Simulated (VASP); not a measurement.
Write the native input for VASP 6.6.1 that does the following.

```
Task                   : single point
Functional             : r2SCAN
Potentials or basis    : VASP PAW PBE potentials, release 64 (Mo_sv, S)
Cutoff                 : 520 eV
k mesh                 : 10 × 10 × 5
Occupations            : methfessel-paxton, width 0.05 eV
Spin                   : no spin polarisation
Dipole correction      : no
Further INCAR settings : ALGO = Normal; EDIFF = 1e-06; NBANDS = 20
```

MoS2:

```
Mo S
1.0
     3.28385    0.00000    0.00000
    -1.64192    2.84390    0.00000
     0.00000    0.00000    6.42275
Mo S
1 2
Direct
  0.00000 0.00000 0.50000
  0.33333 0.66667 0.25532
  0.66667 0.33333 0.74468
```

These files were run (other wordings do the same):

POSCAR

```
MoS2
1.0
    3.2838462190      0.0000000000      0.0000000000
   -1.6419231095      2.8439020317      0.0000000000
    0.0000000000      0.0000000000      6.4227537265
Mo S
1 2
Direct
    0.0000000000      0.0000000000      0.5000000000
    0.3333333333      0.6666666667      0.2553200000
    0.6666666667      0.3333333333      0.7446800000
```

INCAR.step1

```
  ALGO = Normal
  EDIFF = 1E-4
  ENCUT = 520
  GGA = PE
  ISMEAR = 1
  LASPH = True
  LCHARG = False
  LREAL = False
  LWAVE = True
  NBANDS = 20
  NELM = 100
  PREC = Accurate
  SIGMA = 0.05
```

INCAR.step2

```
  ALGO = Normal
  EDIFF = 1E-6
  ENCUT = 520
  ISIF = 2
  ISMEAR = 1
  ISTART = 1
  LASPH = True
  LCHARG = True
  LELF = True
  LMIXTAU = True
  LREAL = False
  LVHAR = True
  LWAVE = False
  METAGGA = R2SCAN
  NBANDS = 20
  NELM = 100
  PREC = Accurate
  SIGMA = 0.05
```

KPOINTS

```
k-points
0
Gamma
  10 10 5
```

Potentials or basis: VASP PAW PBE potentials, release 64 (Mo_sv, S).

The run is started by

```sh
$ cat potpaw_PBE.64/Mo_sv/POTCAR potpaw_PBE.64/S/POTCAR > POTCAR
$ cp INCAR.step1 INCAR
$ mpirun -np 1 vasp_std > vasp.out
$ cp INCAR.step2 INCAR
$ mpirun -np 1 vasp_std > vasp.out
```

Results of the run:

| Item | Value |
| --- | --- |
| Pressure | -6.3 GPa |
| Largest force | 0.709 eV/Å |
| Band gap on the k mesh | zero (band 13 reaches 6.61 eV, above the bottom of band 14 at 5.67 eV) |

Caveat: the PAW data sets were made with another functional, which shifts forces and pressure a little.

Run time: 2.7 min on 1 thread of Intel Xeon 6975P-C, with other jobs on the host, peak memory 0.21 GiB.
